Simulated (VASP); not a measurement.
Runs of VASP 6.6.1 on Mg3Ti. The structure is that of space group I4/mmm (No. 139), or close to it. The cells are those of the table. 

| task | level | potentials or basis | spin | U | cell | k mesh | smearing | LDAUTYPE | hund's J | gap on the mesh (eV) | pressure (GPa) | moment (μB) | largest force (eV/Å) |
| --- | --- | --- | --- | --- | --- | --- | --- | --- | --- | --- | --- | --- | --- |
| single point | BLYP | VASP PAW PBE potentials, release 64 (Mg, Ti_sv) | collinear, ferromagnetic start | - | a = 5.371 Å, angles 131.6, 131.6, 70.8°, 4 atoms | 2 × 2 × 2 | gaussian 0.1 eV | - | - | none | 1.6 | 1.63 | - |
| single point | PBE | VASP PAW PBE potentials, release 64 (Mg, Ti_sv) | collinear, ferromagnetic start | - | a = 5.371 Å, angles 131.6, 131.6, 70.8°, 4 atoms | 7 × 2 × 3 | methfessel-paxton 0.072 eV | - | - | none | (b) | 1.47 | 0.07 |
| single point | PBE | VASP PAW PBE potentials, release 64 (Mg, Ti_sv) | collinear, ferromagnetic start | - | a = 5.277 Å, angles 131.6, 131.6, 70.8°, 4 atoms | 6 × 6 × 6 | gaussian 0.1 eV | - | - | none | 3.0 | 2.00 | - |
| single point | PBE | VASP PAW PBE potentials, release 64 (Mg, Ti_sv) | collinear, ferromagnetic start | - | a = 5.371 Å, angles 131.6, 131.6, 70.8°, 4 atoms | 6 × 6 × 6 | gaussian 0.1 eV | - | - | none | 0.1 | 2.05 | - |
| single point | PBE | VASP PAW PBE potentials, release 64 (Mg, Ti_sv) | collinear, ferromagnetic start | - | a = 5.371 Å, angles 131.6, 131.6, 70.8°, 4 atoms | 2 × 5 × 1 | tetrahedron | - | - | none | 0.1 | (a) | (c) |
| single point | PBE+U | VASP PAW PBE potentials, release 64 (Mg, Ti_sv) | off | Ti d U = 9.0 eV, J = 0.73 eV | a = 5.371 Å, angles 131.6, 131.6, 70.8°, 4 atoms | 1 × 1 × 5 | gaussian 0.1 eV | 1 | 0.73 | none | 1.7 | - | - |
| electric field gradients | PBE | VASP PAW PBE potentials, release 64 (Mg, Ti_sv) | collinear, ferromagnetic start | - | a = 5.371 Å, angles 131.6, 131.6, 70.8°, 4 atoms | 2 × 2 × 2 | gaussian 0.1 eV | - | - | none | 0.6 | 1.63 | - |
| single point | LDA | VASP PAW LDA potentials, release 64 (Mg, Ti_sv) | collinear, ferromagnetic start | - | a = 5.371 Å, angles 131.6, 131.6, 70.8°, 4 atoms | 2 × 2 × 2 | gaussian 0.1 eV | - | - | none | -2.9 | (d) | - |

Alike in all rows: cutoff (eV) 520.

Question: Estimate the missing entries.

Answer: (a) 1.50; (b) -0.1; (c) 0.08; (d) 1.54.

Caveats: some runs use coarse meshes; the PAW data sets were made with another functional, which shifts forces and pressure a little (some runs); U without spin polarisation on a metal has little footing (some runs); the U is typed as a test and isn't derived for this compound (some runs).

A gap of «none» marks levels without a gap at the run's occupations.
